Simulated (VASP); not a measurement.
A run of VASP 6.6.1:

The input POSCAR:

```
SiNi
1.0
    5.0976425118      0.0000000000      0.0000000000
    0.0000000000      3.3504356167      0.0000000000
    0.0000000000      0.0000000000      5.5736529982
Si Ni
4 4
Direct
    0.3214315782      0.7500000000      0.0835642181
    0.1785684218      0.2500000000      0.5835642181
    0.8214315782      0.7500000000      0.4164357819
    0.6785684218      0.2500000000      0.9164357819
    0.0077702331      0.2500000000      0.1891016095
    0.4922297669      0.7500000000      0.6891016095
    0.5077702331      0.2500000000      0.3108983905
    0.9922297669      0.7500000000      0.8108983905
```

INCAR.step1

```
PREC     = Accurate       # precision mode
ENCUT    = 520            # plane-wave cutoff, eV
ISMEAR   = 0              # smearing method
SIGMA    = 0.1            # smearing width, eV
LREAL    = F              # projectors in reciprocal space
LASPH    = T              # aspherical terms in the spheres
NELM     = 100            # most SCF steps
NBANDS   = 38             # bands
GGA      = PE             # functional
ALGO     = Normal         # electronic algorithm
EDIFF    = 1E-4           # SCF threshold, eV
LWAVE    = T              # write WAVECAR
LCHARG   = F              # write CHGCAR
```

Contents of INCAR.step2:

```
PREC     = Accurate       # precision mode
ENCUT    = 520            # plane-wave cutoff, eV
EDIFF    = 1E-7           # SCF threshold, eV
ISMEAR   = 0              # smearing method
SIGMA    = 0.1            # smearing width, eV
LREAL    = F              # projectors in reciprocal space
LASPH    = T              # aspherical terms in the spheres
NELM     = 100            # most SCF steps
ALGO     = Normal         # electronic algorithm
ISIF     = 2              # what is computed and relaxed
LWAVE    = F              # write WAVECAR
LCHARG   = F              # write CHGCAR
METAGGA  = R2SCAN         # meta-GGA
LMIXTAU  = T            
NBANDS   = 38             # bands
ISTART   = 1
```

Contents of KPOINTS:

```
Automatic mesh
0
Gamma
  8 10 6
```

Potentials or basis: VASP PAW PBE potentials, release 64 (Si, Ni).

Run with:

```bash
$ cat potpaw_PBE.64/Si/POTCAR potpaw_PBE.64/Ni/POTCAR > POTCAR
$ cp INCAR.step1 INCAR
$ mpirun -np 1 vasp_std > vasp.out
$ cp INCAR.step2 INCAR
$ mpirun -np 1 vasp_std > vasp.out
```

Hardware: 1 thread of Intel Xeon 8259CL, with other jobs on the host.

Question: Estimate the wall time of this run.

Answer: It took 28 min on 1 thread of Intel Xeon 8259CL, on a shared host, peak memory 0.45 GiB. Counts: k points 120.
